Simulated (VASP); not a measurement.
# Cr (R-3m) in VASP: a series of runs

The runs below take Cr through single point, with r2SCAN.

Everything below comes from runs of VASP 6.6.1. Logs are shortened: lines on timing, memory, paths and dates and some standing lists are left out, and cuts for length are marked.

## 1. The cell of the first run

Symmetry: R-3m, No. 166, trigonal system. The conventional cell has a = 3.849 Å, b = 3.849 Å, c = 2.551 Å, α = 90.00°, β = 90.00°, γ = 120.00°. Within 3.1 Å of Cr (site symmetry -3m) lie 14 Cr at 2.38 to 2.80 Å.

## 2. Single point, r2SCAN

File POSCAR:

```
Cr
1.0
    3.8492788656      0.0000000012      0.0001267915
   -1.9246394317      3.3335732844     -0.0001267916
   -1.9246112521      1.1111748245      0.8503738890
Cr
1
Direct
    0.0000000000      0.0000000000      0.0000000000
```

File INCAR.step1:

```
SYSTEM = Cr
  PREC = Accurate
  ENCUT = 520
  ISMEAR = 0
  SIGMA = 0.1
  LREAL = .FALSE.
  LASPH = .TRUE.
  NELM = 60
  NBANDS = 12
  GGA = PE
  ALGO = Normal
  EDIFF = 1E-4
  LWAVE = .TRUE.
  LCHARG = .FALSE.
```

File INCAR.step2:

```
SYSTEM = Cr
  PREC = Accurate
  ENCUT = 520
  EDIFF = 1E-6
  ISMEAR = 0
  SIGMA = 0.1
  LREAL = .FALSE.
  LASPH = .TRUE.
  NELM = 60
  ALGO = Normal
  ISIF = 2
  LWAVE = .FALSE.
  LCHARG = .TRUE.
  METAGGA = R2SCAN
  LMIXTAU = .TRUE.
  LELF = .TRUE.
  LVHAR = .TRUE.
  NBANDS = 12
  ISTART = 1
```

File KPOINTS:

```
Automatic mesh
0
G
  9 9 39
  0 0 0
```

Potentials or basis: VASP PAW PBE potentials, release 64 (Cr_pv).

Launch:

```bash
$ cat potpaw_PBE.64/Cr_pv/POTCAR > POTCAR
$ cp INCAR.step1 INCAR
$ mpirun -np 1 vasp_std > vasp.out
$ cp INCAR.step2 INCAR
$ mpirun -np 1 vasp_std > vasp.out
```

OUTCAR:

```text
SYSTEM = Cr
   PREC = Accurate
   ENCUT = 520
   EDIFF = 1E-6
   ISMEAR = 0
   LREAL = .FALSE.
   LASPH = .TRUE.
   NELM = 60
   ISIF = 2
   METAGGA = R2SCAN
   ISTART = 1

 ion  position               nearest neighbor table
   1  0.000  0.000  0.000-

  LATTYP: Found a base centered monoclinic cell.
 ALAT       =     2.7986921038
 B/A-ratio  =     1.3753849030
 C/A-ratio  =     0.8502150766
 COS(beta)  =    -0.5244520585

  Lattice vectors:

 A1 = (   0.0000281796,  -2.2223984599,   0.8505006806)
 A2 = (   1.9246676135,   1.1111748257,   0.8505006805)
 A3 = (  -1.9246112521,   1.1111748245,   0.8503738890)

Analysis of symmetry for initial positions (statically):
=====================================================================
 Subroutine PRICEL returns:
 Original cell was already a primitive cell.

 Routine SETGRP: Setting up the symmetry group for a
 base centered monoclinic supercell.

 Subroutine GETGRP returns: Found  4 space group operations
 (whereof  4 operations were pure point group operations)
 out of a pool of  4 trial point group operations.

The static configuration has the point symmetry C_2h.

Analysis of symmetry for dynamics (positions and initial velocities):
=====================================================================
 Subroutine PRICEL returns:
 Original cell was already a primitive cell.

 Routine SETGRP: Setting up the symmetry group for a
 base centered monoclinic supercell.

 Subroutine GETGRP returns: Found  4 space group operations
 (whereof  4 operations were pure point group operations)
 out of a pool of  4 trial point group operations.

The dynamic configuration has the point symmetry C_2h.

 Subroutine INISYM returns: Found  4 space group operations
 (whereof  4 operations are pure point group operations),
 and found     1 'primitive' translations

----------------------------------------------------------------------------------------

                                     Primitive cell

  volume of cell :      10.9130

  direct lattice vectors                    reciprocal lattice vectors
     3.849278866  0.000000001  0.000126791     0.259776010  0.149996657  0.391939743
    -1.924639432  3.333573284 -0.000126792     0.000012910  0.299970952 -0.391939743
    -1.924611252  1.111174824  0.850373889    -0.000038731  0.000022361  1.175836445

  length of vectors
     3.849278868  3.849278868  2.379490221     0.493557833  0.493557833  1.175836446

  position of ions in fractional coordinates (direct lattice)
     0.000000000  0.000000000  0.000000000

  ion indices of the primitive-cell ions
   primitive index   ion index
                 1           1

----------------------------------------------------------------------------------------

 KPOINTS: Automatic mesh

Automatic generation of k-mesh.
 Grid dimensions read from file:
 generate k-points for:    9    9   39

 Generating k-lattice:

  Cartesian coordinates                     Fractional coordinates (reciprocal lattice)
     0.028864001  0.016666295  0.043548860     0.111111111 -0.000000000  0.000000000
     0.000001434  0.033330106 -0.043548860    -0.000000000  0.111111111 -0.000000000
    -0.000000993  0.000000573  0.030149652     0.000000000  0.000000000  0.025641026

  Length of vectors
     0.054839759  0.054839759  0.030149652

  Shift w.r.t. Gamma in fractional coordinates (k-lattice)
     0.000000000  0.000000000  0.000000000

 Subroutine IBZKPT returns following result:
 ===========================================

 Found    880 irreducible k-points:

 Following reciprocal coordinates:
            Coordinates               Weight
  0.000000  0.000000  0.000000      1.000000
  0.111111  0.000000  0.000000      4.000000
  0.222222 -0.000000  0.000000      4.000000
  0.333333 -0.000000 -0.000000      4.000000
  0.444444 -0.000000  0.000000      4.000000
  0.111111  0.111111 -0.000000      2.000000
[... 16 lines left out ...]
 -0.333333  0.333333  0.000000      2.000000
  0.444444  0.444444 -0.000000      2.000000
 [... further k-points ...]
   k-points           NKPTS =    880   k-points in BZ     NKDIM =    880   number of bands    NBANDS=     12
   number of dos      NEDOS =    301   number of ions     NIONS =      1
   total plane-waves  NPLWV =  16200
   dimension x,y,z NGX =    30 NGY =   30 NGZ =   18
   dimension x,y,z NGXF=    60 NGYF=   60 NGZF=   36
   ions per type =               1
   NGX,Y,Z   is equivalent  to a cutoff of  12.96, 12.96, 12.58 a.u.
   NGXF,Y,Z  is equivalent  to a cutoff of  25.91, 25.91, 25.15 a.u.
 SYSTEM =  Cr
   PREC   = accura    normal or accurate (medium, high low for compatibility)
   ISTART =      1    job   : 0-new  1-cont  2-samecut
   ICHARG =      0    charge: 1-file 2-atom 10-const
   ISPIN  =      1    spin polarized calculation?
   LNONCOLLINEAR =      F non collinear calculations
   LSORBIT =      F    spin-orbit coupling
   LASPH  =      T    aspherical Exc in radial PAW
   ENCUT  =  520.0 eV  38.22 Ry    6.18 a.u.   7.16  7.16  4.42*2*pi/ulx,y,z
   NELM   =     60;   NELMIN=  2; NELMDL=  0     # of ELM steps
   EDIFF  = 0.1E-05   stopping-criterion for ELM
   LREAL  =      F    real-space projection
   EDIFFG = 0.1E-04   stopping-criterion for IOM
   NSW    =      0    number of steps for IOM
   IBRION =     -1    ionic relax: 0-MD 1-quasi-New 2-CG
   NFREE  =      0    steps in history (QN), initial steepest desc. (CG)
   ISIF   =      2    stress and relaxation
   ISYM   =      2    0-nonsym 1-usesym 2-fastsym
   POTIM  = 0.5000    time-step for ionic-motion
   TEBEG  =    0.0;   TEEND  =   0.0 temperature during run
   PSTRESS=    0.0 pullay stress
   NELECT =      12.0000    total number of electrons
   NUPDOWN=      -1.0000    fix difference up-down
   EMIN   =  10.00;   EMAX   =-10.00  energy-range for DOS
   EFERMI =   0.00;   METHOD = LEGACY
   ISMEAR =     0;   SIGMA  =   0.10  broadening in eV -4-tet -1-fermi 0-gaus
   EFERMI_NEDOS =   21; number of points for ismear=-14 and -15
   IALGO  =     38    algorithm
   IMIX   =      4    mixing-type and parameters
     AMIX     =   0.40;   BMIX     =  1.00
     AMIX_MAG =   1.60;   BMIX_MAG =  1.00
  volume/ion in A,a.u.               =      10.91        73.64
  Fermi-wavevector in a.u.,A,eV,Ry     =   1.689745  3.193154 38.847860  2.855237
  Thomas-Fermi vector in A             =   2.771816
   LORBIT       =      0    0 simple, 1 ext, 2 COOP (PROOUT), +10 PAW based schemes
   METAGGA = R2SCAN    functional components
   LHFCALC =     F    Hartree Fock is set to
   AEXX    =    0.0000 exact exchange contribution
   IVDW    =     0    specifies the selected vdW correction
   LEPSILON=     F    determine dielectric tensor
   LRPA    =     F    only Hartree local field effects (RPA)
 non-spin polarized calculation
 Gauss-broadening in eV      SIGMA  =   0.10
  energy-cutoff  :      520.00
  volume of cell :       10.91
 maximum number of plane-waves:       305
 NGX is ok and might be reduce to    30
   NGX = 13   NGY = 13   NGZ =  9

 number of electron      11.9999999 magnetization

 Free energy of the ion-electron system (eV)
  ---------------------------------------------------
  ext. energy  EPLUGINS =         0.00000000
  ---------------------------------------------------
  free energy    TOTEN  =       -14.76034938 eV

  energy without entropy =      -14.75769891  energy(sigma->0) =      -14.75902415

 E-fermi :  11.7846     XC(G=0): -15.3573

 val. band max:       11.7798566933   @ k =  -0.4444   0.4444   0.4872
 cond. band min:      11.7855190695   @ k =   0.3333  -0.0000   0.2821
 fundamental gap:      0.0056623762
 Fermi energy:        11.7846069381

 k-point     1 :       0.0000    0.0000    0.0000
  band No.  band energies     occupation
      1     -32.5913      2.00000
      2     -32.4413      2.00000
      3     -32.4389      2.00000
      4       3.1426      2.00000
      5      10.2808      2.00000
      6      10.2810      2.00000
      7      11.4231      2.00000
      8      13.3273      0.00000
      9      13.3280      0.00000
     10      15.0775      0.00000
     11      34.5542      0.00000
     12      34.5571      0.00000

 k-point     2 :       0.1111    0.0000    0.0000
  band No.  band energies     occupation
      1     -32.6863      2.00000
      2     -32.5120      2.00000
      3     -32.4413      2.00000
      4       3.6983      2.00000
      5      10.1025      2.00000
      6      10.3200      2.00000
      7      11.6217      1.97879
      8      13.1819      0.00000
      9      13.3454      0.00000
     10      15.0763      0.00000
     11      33.3599      0.00000
     12      34.7123      0.00000

 k-point     3 :       0.2222   -0.0000    0.0000
  band No.  band energies     occupation
      1     -32.9991      2.00000
      2     -32.6120      2.00000
      3     -32.4459      2.00000
      4       5.1375      2.00000
      5       9.6571      2.00000
      6      10.1546      2.00000
      7      12.4333      0.00000
      8      13.0811      0.00000
      9      13.4380      0.00000
     10      15.0720      0.00000
     11      30.0989      0.00000
     12      33.8400      0.00000
[... 286 lines left out ...]
 k-point    23 :      -0.3333    0.3333    0.0000
  band No.  band energies     occupation
      1     -33.3365      2.00000
      2     -33.2405      2.00000
      3     -32.5735      2.00000
      4       8.4238      2.00000
      5       8.9674      2.00000
      6       9.7466      2.00000
      7      13.4433      0.00000
      8      13.6125      0.00000
      9      15.0009      0.00000
     10      20.5336      0.00000
     11      21.2716      0.00000
     12      24.3188      0.00000

 k-point    24 :       0.4444    0.4444   -0.0000
  band No.  band energies     occupation
      1     -33.6581      2.00000
      2     -32.9387      2.00000
      3     -32.5037      2.00000
      4       6.7926      2.00000
      5       9.0773      2.00000
      6      12.8237      0.00000
      7      13.2293      0.00000
      8      13.3916      0.00000
      9      14.8822      0.00000
     10      15.0369      0.00000
     11      23.9579      0.00000
     12      29.1572      0.00000

 [... further k-points ...]
[... 5 lines left out ...]
  --------------------------------------------------------------------------------------
  -------------------------------------------------------------------------------------
  Total        1.2705470      1.2608314      0.0542018     -0.0084140      0.0002872     -0.0004972
  in kB      186.5343649    185.1079761      7.9575932     -1.2352890      0.0421704     -0.0729993
  external PRESSURE =     126.5333114 kB  Pullay stress =       0.0000000 kB

 VOLUME and BASIS-vectors are now :
 -----------------------------------------------------------------------------
  energy-cutoff  :      520.00
  volume of cell :       10.91
      direct lattice vectors                 reciprocal lattice vectors
     3.849278866  0.000000001  0.000126791     0.259776010  0.149996657  0.391939743
    -1.924639432  3.333573284 -0.000126792     0.000012910  0.299970952 -0.391939743
    -1.924611252  1.111174824  0.850373889    -0.000038731  0.000022361  1.175836445

 POSITION                                       TOTAL-FORCE (eV/Angst)
 -----------------------------------------------------------------------------------
      0.00000      0.00000      0.00000         0.000000      0.000000     -0.000000
 -----------------------------------------------------------------------------------
    total drift:                                0.000000      0.000000     -0.000000

  FREE ENERGIE OF THE ION-ELECTRON SYSTEM (eV)
  ---------------------------------------------------
  free  energy   TOTEN  =       -14.7603493783 eV

  energy  without entropy=      -14.7576989119  energy(sigma->0) =      -14.75902415
```

Run time: 10 min. Hardware: 1 thread of Intel Xeon 6975P-C, shared host; peak memory 0.25 GiB.

Results:

```
Free energy            : -14.7603 eV
Pressure               : 12.7 GPa
Band gap on the k mesh : zero (band 6 reaches 13.80 eV, above the bottom of band 7 at 11.14 eV)
```

Caveat: the PAW data sets were made with another functional, which shifts forces and pressure a little; the run has no spin polarisation, though such a crystal can be magnetic. Spin polarisation is off, so any magnetic state and its effect on volume and gap are missing.

## 3. Single point, r2SCAN

POSCAR is that of step 2.

File INCAR.step1:

```
  PREC = Accurate
  ENCUT = 520
  ISMEAR = -5
  SIGMA = 0.1
  LREAL = False
  LASPH = True
  NELM = 60
  NBANDS = 12
  GGA = PE
  ALGO = Normal
  EDIFF = 1E-4
  LWAVE = True
  LCHARG = False
```

File INCAR.step2:

```
  PREC = Accurate
  ENCUT = 520
  EDIFF = 1E-6
  ISMEAR = -5
  SIGMA = 0.1
  LREAL = False
  LASPH = True
  NELM = 60
  ALGO = Normal
  ISIF = 2
  LWAVE = False
  LCHARG = False
  METAGGA = R2SCAN
  LMIXTAU = True
  NBANDS = 12
  ISTART = 1
```

File KPOINTS:

```
regular mesh
0
Gamma
  9 9 39
```

Potentials or basis: VASP PAW PBE potentials, release 64 (Cr_pv).

Launch:

```bash
$ cat potpaw_PBE.64/Cr_pv/POTCAR > POTCAR
$ cp INCAR.step1 INCAR
$ mpirun -np 1 vasp_std > vasp.out
$ cp INCAR.step2 INCAR
$ mpirun -np 1 vasp_std > vasp.out
```

Wall time 12 min (1 thread of Intel Xeon 6975P-C, shared host); peak memory 0.27 GiB.

It converged, with:

```yaml
Free_energy: -14.7559 eV
Pressure: 13.3 GPa
Band_gap_on_the_k_mesh: zero (band 6 reaches 13.78 eV, above the bottom of band 7 at 11.12 eV)
```

Stress tensor (GPa, compression positive):
```
19.30 -0.01  0.05
-0.01 19.30 -0.03
 0.05 -0.03  1.40
```

Levels at points of the mesh, in eV from the Fermi level:
| k point | band 3 | band 4 | band 5 | band 6 | band 7 | band 8 | band 9 | band 10 |
| --- | --- | --- | --- | --- | --- | --- | --- | --- |
| (0.00, 0.00, 0.00) | -44.24 | -8.63 | -1.51 | -1.51 | -0.37 | 1.53 | 1.53 | 3.26 |

Caveat: the PAW data sets were made with another functional, which shifts forces and pressure a little; the run has no spin polarisation, though such a crystal can be magnetic; tetrahedron occupations give inexact forces and stress in metals.
